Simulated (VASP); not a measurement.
# AgBr (Fm-3m) in VASP: notebook

Runs on AgBr. Level: r2SCAN. Tasks: single point.

Program: VASP 6.6.1. These are calculated values, not measurements. Logs are shortened: lines on timing, memory, paths and dates and some standing lists are left out, and cuts for length are marked.

**1. The cell of the first run**

Symmetry: Fm-3m, No. 225, cubic system. The conventional cell has a = 5.740 Å, b = 5.740 Å, c = 5.740 Å, α = 90.00°, β = 90.00°, γ = 90.00°. Ag (site symmetry m-3m) has 6 Br at 2.87 Å within 3.8 Å. Br (site symmetry m-3m) has 6 Ag at 2.87 Å within 3.8 Å.

**2. Single point, r2SCAN**

File POSCAR:

```
AgBr
1.0
    0.0000000000      2.8701500000      2.8701500000
    2.8701500000      0.0000000000      2.8701500000
    2.8701500000      2.8701500000      0.0000000000
Ag Br
1 1
Direct
    0.0000000000      0.0000000000      0.0000000000
    0.5000000000      0.5000000000      0.5000000000
```

File INCAR.step1:

```
  ALGO = Normal
  EDIFF = 1E-5
  ENCUT = 550
  GGA = PE
  GGA_COMPAT = False
  ISMEAR = 0
  LASPH = True
  LCHARG = False
  LREAL = False
  LWAVE = True
  NBANDS = 16
  NELM = 120
  PREC = Accurate
  SIGMA = 0.1
```

File INCAR.step2:

```
  ALGO = Normal
  EDIFF = 1E-6
  ENCUT = 550
  GGA_COMPAT = False
  ISIF = 2
  ISMEAR = 0
  ISTART = 1
  LASPH = True
  LCHARG = False
  LMIXTAU = True
  LREAL = False
  LWAVE = False
  METAGGA = R2SCAN
  NBANDS = 16
  NELM = 120
  PREC = Accurate
  SIGMA = 0.1
```

File KPOINTS:

```
k-points
0
Gamma
  6 6 6
```

Potentials or basis: VASP PAW PBE potentials, release 64 (Ag, Br).

The run is started by

```
> cat potpaw_PBE.64/Ag/POTCAR potpaw_PBE.64/Br/POTCAR > POTCAR
> cp INCAR.step1 INCAR
> mpirun -np 1 vasp_std > vasp.out
> cp INCAR.step2 INCAR
> mpirun -np 1 vasp_std > vasp.out
```

OUTCAR:

```text
EDIFF = 1E-6
   ENCUT = 550
   ISIF = 2
   ISMEAR = 0
   ISTART = 1
   LASPH = True
   LREAL = False
   METAGGA = R2SCAN
   NELM = 120
   PREC = Accurate

 ion  position               nearest neighbor table
   1  0.000  0.000  0.000-   2 2.87   2 2.87   2 2.87   2 2.87   2 2.87   2 2.87
   2  0.500  0.500  0.500-   1 2.87   1 2.87   1 2.87   1 2.87   1 2.87   1 2.87

  LATTYP: Found a face centered cubic cell.
 ALAT       =     5.7403000000

  Lattice vectors:

 A1 = (   0.0000000000,   2.8701500000,   2.8701500000)
 A2 = (   2.8701500000,   0.0000000000,   2.8701500000)
 A3 = (   2.8701500000,   2.8701500000,   0.0000000000)

Analysis of symmetry for initial positions (statically):
=====================================================================
 Subroutine PRICEL returns:
 Original cell was already a primitive cell.

 Routine SETGRP: Setting up the symmetry group for a
 face centered cubic supercell.

 Subroutine GETGRP returns: Found 48 space group operations
 (whereof 48 operations were pure point group operations)
 out of a pool of 48 trial point group operations.

The static configuration has the point symmetry O_h .

Analysis of symmetry for dynamics (positions and initial velocities):
=====================================================================
 Subroutine PRICEL returns:
 Original cell was already a primitive cell.

 Routine SETGRP: Setting up the symmetry group for a
 face centered cubic supercell.

 Subroutine GETGRP returns: Found 48 space group operations
 (whereof 48 operations were pure point group operations)
 out of a pool of 48 trial point group operations.

The dynamic configuration has the point symmetry O_h .

 Subroutine INISYM returns: Found 48 space group operations
 (whereof 48 operations are pure point group operations),
 and found     1 'primitive' translations

----------------------------------------------------------------------------------------

                                     Primitive cell

  volume of cell :      47.2872

  direct lattice vectors                    reciprocal lattice vectors
     0.000000000  2.870150000  2.870150000    -0.174206923  0.174206923  0.174206923
     2.870150000  0.000000000  2.870150000     0.174206923 -0.174206923  0.174206923
     2.870150000  2.870150000  0.000000000     0.174206923  0.174206923 -0.174206923

  length of vectors
     4.059005056  4.059005056  4.059005056     0.301735242  0.301735242  0.301735242

  position of ions in fractional coordinates (direct lattice)
     0.000000000  0.000000000  0.000000000
     0.500000000  0.500000000  0.500000000

  ion indices of the primitive-cell ions
   primitive index   ion index
                 1           1
                 2           2

----------------------------------------------------------------------------------------

 KPOINTS: k-points

Automatic generation of k-mesh.
 Grid dimensions read from file:
 generate k-points for:    6    6    6

 Generating k-lattice:

  Cartesian coordinates                     Fractional coordinates (reciprocal lattice)
    -0.029034487  0.029034487  0.029034487     0.166666667  0.000000000  0.000000000
     0.029034487 -0.029034487  0.029034487     0.000000000  0.166666667  0.000000000
     0.029034487  0.029034487 -0.029034487     0.000000000  0.000000000  0.166666667

  Length of vectors
     0.050289207  0.050289207  0.050289207

  Shift w.r.t. Gamma in fractional coordinates (k-lattice)
     0.000000000  0.000000000  0.000000000

 Subroutine IBZKPT returns following result:
 ===========================================

 Found     16 irreducible k-points:

 Following reciprocal coordinates:
            Coordinates               Weight
  0.000000  0.000000  0.000000      1.000000
  0.166667  0.000000  0.000000      8.000000
  0.333333  0.000000  0.000000      8.000000
  0.500000  0.000000  0.000000      4.000000
  0.166667  0.166667  0.000000      6.000000
  0.333333  0.166667  0.000000     24.000000
[... 8 lines left out ...]
 -0.333333  0.333333  0.166667     24.000000
 -0.333333  0.500000  0.166667     12.000000
   k-points           NKPTS =     16   k-points in BZ     NKDIM =     16   number of bands    NBANDS=     16
   number of dos      NEDOS =    301   number of ions     NIONS =      2
   total plane-waves  NPLWV =  32768
   dimension x,y,z NGX =    32 NGY =   32 NGZ =   32
   dimension x,y,z NGXF=    64 NGYF=   64 NGZF=   64
   ions per type =               1   1
   NGX,Y,Z   is equivalent  to a cutoff of  13.11, 13.11, 13.11 a.u.
   NGXF,Y,Z  is equivalent  to a cutoff of  26.21, 26.21, 26.21 a.u.
 SYSTEM =  unknown system
   PREC   = accura    normal or accurate (medium, high low for compatibility)
   ISTART =      1    job   : 0-new  1-cont  2-samecut
   ICHARG =      0    charge: 1-file 2-atom 10-const
   ISPIN  =      1    spin polarized calculation?
   LNONCOLLINEAR =      F non collinear calculations
   LSORBIT =      F    spin-orbit coupling
   LASPH  =      T    aspherical Exc in radial PAW
   ENCUT  =  550.0 eV  40.42 Ry    6.36 a.u.   7.76  7.76  7.76*2*pi/ulx,y,z
   NELM   =    120;   NELMIN=  2; NELMDL=  0     # of ELM steps
   EDIFF  = 0.1E-05   stopping-criterion for ELM
   LREAL  =      F    real-space projection
   EDIFFG = 0.1E-04   stopping-criterion for IOM
   NSW    =      0    number of steps for IOM
   IBRION =     -1    ionic relax: 0-MD 1-quasi-New 2-CG
   NFREE  =      0    steps in history (QN), initial steepest desc. (CG)
   ISIF   =      2    stress and relaxation
   ISYM   =      2    0-nonsym 1-usesym 2-fastsym
   POTIM  = 0.5000    time-step for ionic-motion
   TEBEG  =    0.0;   TEEND  =   0.0 temperature during run
   PSTRESS=    0.0 pullay stress
   NELECT =      18.0000    total number of electrons
   NUPDOWN=      -1.0000    fix difference up-down
   EMIN   =  10.00;   EMAX   =-10.00  energy-range for DOS
   EFERMI =   0.00;   METHOD = LEGACY
   ISMEAR =     0;   SIGMA  =   0.10  broadening in eV -4-tet -1-fermi 0-gaus
   EFERMI_NEDOS =   21; number of points for ismear=-14 and -15
   IALGO  =     38    algorithm
   IMIX   =      4    mixing-type and parameters
     AMIX     =   0.40;   BMIX     =  1.00
     AMIX_MAG =   1.60;   BMIX_MAG =  1.00
  volume/ion in A,a.u.               =      23.64       159.55
  Fermi-wavevector in a.u.,A,eV,Ry     =   1.186454  2.242074 19.152570  1.407674
  Thomas-Fermi vector in A             =   2.322627
   LORBIT       =      0    0 simple, 1 ext, 2 COOP (PROOUT), +10 PAW based schemes
   METAGGA = R2SCAN    functional components
   LHFCALC =     F    Hartree Fock is set to
   AEXX    =    0.0000 exact exchange contribution
   IVDW    =     0    specifies the selected vdW correction
   LEPSILON=     F    determine dielectric tensor
   LRPA    =     F    only Hartree local field effects (RPA)
 non-spin polarized calculation
 Gauss-broadening in eV      SIGMA  =   0.10
  energy-cutoff  :      550.00
  volume of cell :       47.29
 maximum number of plane-waves:      1411
   NGX = 15   NGY = 15   NGZ = 15

 number of electron      17.9999999 magnetization

 Free energy of the ion-electron system (eV)
  ---------------------------------------------------
  ext. energy  EPLUGINS =         0.00000000
  ---------------------------------------------------
  free energy    TOTEN  =       -35.50974419 eV

  energy without entropy =      -35.50974419  energy(sigma->0) =      -35.50974419

 E-fermi :   3.7747     XC(G=0): -10.3703

 val. band max:        3.3214082403   @ k =   0.5000   0.0000   0.0000
 cond. band min:       4.5671534099   @ k =   0.0000   0.0000   0.0000
 fundamental gap:      1.2457451696
 Fermi energy:         3.7747153063

 k-point     1 :       0.0000    0.0000    0.0000
  band No.  band energies     occupation
      1     -12.2874      2.00000
      2       0.5413      2.00000
      3       0.5413      2.00000
      4       0.5413      2.00000
      5       0.5483      2.00000
      6       0.5483      2.00000
[... 8 lines left out ...]
     15      15.9848      0.00000
     16      15.9848      0.00000

 k-point     2 :       0.1667    0.0000    0.0000
  band No.  band energies     occupation
      1     -12.1812      2.00000
      2      -0.1731      2.00000
      3      -0.1014      2.00000
      4      -0.1014      2.00000
      5       0.6145      2.00000
      6       0.6145      2.00000
[... 8 lines left out ...]
     15      14.8977      0.00000
     16      15.2184      0.00000

 k-point     3 :       0.3333    0.0000    0.0000
  band No.  band energies     occupation
      1     -11.9544      2.00000
      2      -1.4770      2.00000
      3      -0.7180      2.00000
      4      -0.7180      2.00000
      5       0.7648      2.00000
      6       0.7648      2.00000
[... 8 lines left out ...]
     15      15.9727      0.00000
     16      15.9727      0.00000

 k-point     4 :       0.5000    0.0000    0.0000
  band No.  band energies     occupation
      1     -11.8326      2.00000
      2      -2.0137      2.00000
      3      -0.9388      2.00000
      4      -0.9388      2.00000
      5       0.8428      2.00000
      6       0.8428      2.00000
[... 8 lines left out ...]
     15      17.1750      0.00000
     16      17.1750      0.00000
[... 172 lines left out ...]
 k-point    14 :       0.5000    0.3333    0.1667
  band No.  band energies     occupation
      1     -11.8511      2.00000
      2      -1.4183      2.00000
      3      -0.7196      2.00000
      4      -0.3588      2.00000
      5       0.7280      2.00000
      6       0.8494      2.00000
[... 8 lines left out ...]
     15      17.9172      0.00000
     16      19.2642      0.00000

 k-point    15 :      -0.3333    0.3333    0.1667
  band No.  band energies     occupation
      1     -11.7857      2.00000
      2      -1.3144      2.00000
      3      -0.7855      2.00000
      4      -0.7549      2.00000
      5       0.8014      2.00000
      6       0.8611      2.00000
[... 8 lines left out ...]
     15      16.8779      0.00000
     16      18.7159      0.00000

 k-point    16 :      -0.3333    0.5000    0.1667
  band No.  band energies     occupation
      1     -11.7780      2.00000
      2      -0.9088      2.00000
      3      -0.7592      2.00000
      4      -0.4201      2.00000
      5       0.9261      2.00000
      6       0.9437      2.00000
[... 8 lines left out ...]
     15      17.7501      0.00000
     16      18.7986      0.00000

------------------------ aborting loop because EDIFF is reached ----------------------------------------

  FORCE on cell =-STRESS in cart. coord.  units (eV):
  Direction    XX          YY          ZZ          XY          YZ          ZX
  --------------------------------------------------------------------------------------
  -------------------------------------------------------------------------------------
  Total        0.3201244      0.3201244      0.3201244     -0.0000000     -0.0000000      0.0000000
  in kB       10.8463988     10.8463988     10.8463988     -0.0000000     -0.0000000      0.0000000
  external PRESSURE =      10.8463988 kB  Pullay stress =       0.0000000 kB

 VOLUME and BASIS-vectors are now :
 -----------------------------------------------------------------------------
  energy-cutoff  :      550.00
  volume of cell :       47.29
      direct lattice vectors                 reciprocal lattice vectors
     0.000000000  2.870150000  2.870150000    -0.174206923  0.174206923  0.174206923
     2.870150000  0.000000000  2.870150000     0.174206923 -0.174206923  0.174206923
     2.870150000  2.870150000  0.000000000     0.174206923  0.174206923 -0.174206923

 POSITION                                       TOTAL-FORCE (eV/Angst)
 -----------------------------------------------------------------------------------
      0.00000      0.00000      0.00000        -0.000000      0.000000     -0.000000
      2.87015      2.87015      2.87015         0.000000     -0.000000      0.000000
 -----------------------------------------------------------------------------------
    total drift:                                0.000000     -0.000000     -0.000000

  FREE ENERGIE OF THE ION-ELECTRON SYSTEM (eV)
  ---------------------------------------------------
  free  energy   TOTEN  =       -35.5097441949 eV

  energy  without entropy=      -35.5097441949  energy(sigma->0) =      -35.50974419
```

It took 27 s on 1 thread of Intel Xeon 6975P-C (Granite Rapids), shared host; peak memory 0.19 GiB.

What came out:

- Free energy: -35.5097 eV
- Pressure: 1.1 GPa
- Band gap on the k mesh: 1.25 eV (least direct gap 3.28 eV)

Caveat: the PAW data sets were made with another functional, which shifts forces and pressure a little.

**3. Single point, r2SCAN (22.75 Å³/atom)**

This run uses another cell than the first one, of 22.75 Å³/atom.

File POSCAR:

```
AgBr
1.0
    0.0000000000      2.8335147658      2.8335147658
    2.8335147658      0.0000000000      2.8335147658
    2.8335147658      2.8335147658      0.0000000000
Ag Br
1 1
Direct
    0.0000000000      0.0000000000      0.0000000000
    0.5000000000      0.5000000000      0.5000000000
```

File INCAR.step1:

```
PREC = Accurate
ENCUT = 550
ISMEAR = 0
SIGMA = 0.02
LREAL = F
LASPH = T
NELM = 120
NBANDS = 16
GGA = PE
ALGO = Normal
EDIFF = 1E-5
LWAVE = T
LCHARG = F
GGA_COMPAT = F
```

File INCAR.step2:

```
PREC = Accurate
ENCUT = 550
EDIFF = 1E-6
ISMEAR = 0
SIGMA = 0.02
LREAL = F
LASPH = T
NELM = 120
ALGO = Normal
ISIF = 2
LWAVE = F
LCHARG = F
METAGGA = R2SCAN
LMIXTAU = T
NBANDS = 16
ISTART = 1
GGA_COMPAT = F
```

File KPOINTS:

```
regular mesh
0
Gamma
  8 8 8
```

Potentials or basis: VASP PAW PBE potentials, release 64 (Ag, Br).

The run is started by

```
> cat potpaw_PBE.64/Ag/POTCAR potpaw_PBE.64/Br/POTCAR > POTCAR
> cp INCAR.step1 INCAR
> mpirun -np 1 vasp_std > vasp.out
> cp INCAR.step2 INCAR
> mpirun -np 1 vasp_std > vasp.out
```

Wall time 67 s (1 thread of Intel Xeon Platinum 8259CL at 2.50GHz (Skylake/Cascade Lake), shared host); peak memory 0.19 GiB.

It converged, with:

* Free energy: -35.4863 eV
* Pressure: 3.3 GPa
* Band gap on the k mesh: 1.25 eV (least direct gap 3.43 eV)

Levels at points of the mesh, in eV from the valence-band top:
```tsv
k point	band 5	band 6	band 7	band 8	band 9	band 10	band 11	band 12	band 13	band 14
(0.00, 0.00, 0.00)	-2.95	-2.95	-2.18	-2.18	-2.18	1.25	10.41	10.41	10.41	11.55
(0.50, 0.00, 0.00)	-2.62	-2.62	-2.25	0.00	0.00	4.13	7.28	7.28	7.48	12.92
(0.50, 0.50, 0.00)	-3.15	-2.78	-2.51	-2.51	-2.35	2.05	7.35	9.89	12.09	12.09
```

Caveat: the cell stands under pressure; the PAW data sets were made with another functional, which shifts forces and pressure a little.
